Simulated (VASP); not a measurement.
**C: single point with PBE**

Crystal: C.

```
C
1.0
     1.78574   -1.78574    0.00000
     1.78574    0.00000   -1.78574
     7.44057    7.14295    6.84533
C
12
Direct
  0.66667 0.62152 0.27087
  0.00000 0.98263 0.10420
  0.33333 0.26041 0.43753
  0.66667 0.53819 0.77087
  0.00000 0.89930 0.60420
  0.33333 0.17708 0.93753
  0.66667 0.60069 0.39587
  0.00000 0.96180 0.22920
  0.33333 0.23958 0.56253
  0.66667 0.51736 0.89587
  0.00000 0.87847 0.72920
  0.33333 0.32291 0.06253
```

This cell differs from its parent crystal: layers slid over each other.

```
Program                : VASP 6.6.1
Task                   : single point
Functional             : PBE
Potentials or basis    : VASP PAW PBE potentials, release 64 (C)
Cutoff                 : 520 eV
k mesh                 : 10 × 10 × 2
Occupations            : gaussian, width 0.05 eV
Spin                   : no spin polarisation
Dipole correction      : no
Further INCAR settings : ALGO = Normal; EDIFF = 1e-07; NBANDS = 36
```

```yaml
Pressure: 0.8 GPa
Largest_force: 3.010 eV/Å
Band_gap_on_the_k_mesh: 3.07 eV (least direct gap 4.88 eV)
```

Forces in eV/Å, atoms in the order of the input:
```
C    0.004  0.001 -0.010
C    0.029  0.213 -0.008
C    0.003 -0.001 -0.004
C    0.202 -0.066 -0.260
C    0.021 -0.004 -0.025
C    2.058 -0.040 -2.197
C   -0.021  0.004  0.025
C   -0.202  0.066  0.260
C   -0.003  0.001  0.004
C   -0.029 -0.213  0.008
C   -0.004 -0.001  0.010
C   -2.058  0.040  2.197
```

Stress tensor (GPa, compression positive):
```
-12.79  -6.12   1.44
 -6.12   3.11   7.90
  1.44   7.90  11.93
```

Levels at points of the mesh, in eV from the valence-band top:
```csv
k point,band 20,band 21,band 22,band 23,band 24,band 25,band 26,band 27,band 28,band 29
"(0.00, 0.00, 0.00)",-1.36,-1.26,-0.59,-0.41,0.00,5.01,5.26,5.38,6.01,6.34
"(0.50, 0.00, 0.00)",-5.32,-4.40,-4.23,-3.39,-2.74,4.33,4.48,4.88,5.08,6.50
"(0.00, 0.50, 0.00)",-4.87,-4.32,-4.29,-3.25,-2.48,3.10,4.42,4.85,4.91,6.45
"(0.50, 0.50, 0.00)",-5.51,-4.36,-4.28,-3.38,-3.11,4.40,4.63,4.93,5.08,6.32
"(0.00, 0.00, 0.50)",-1.51,-0.86,-0.66,-0.64,-0.55,5.35,5.45,5.63,5.87,5.97
"(0.50, 0.00, 0.50)",-5.09,-4.11,-3.79,-3.46,-3.08,4.41,4.56,5.35,5.56,5.67
"(0.00, 0.50, 0.50)",-5.19,-3.73,-3.73,-3.48,-2.76,3.34,4.42,4.70,5.48,5.70
"(0.50, 0.50, 0.50)",-5.17,-4.21,-3.86,-3.50,-3.48,4.43,4.50,5.47,5.59,5.74
```

Run time: 2.7 min on 1 thread of AMD EPYC 9R45 96-Core Processor (Zen 5) (shared host), peak memory 0.26 GiB.

Caveat: the cell differs from its parent crystal (layers slid over each other); forces of over 1 eV/Å act on the atoms, so gaps and moduli don't describe the material at rest. A k mesh can miss the band edges.
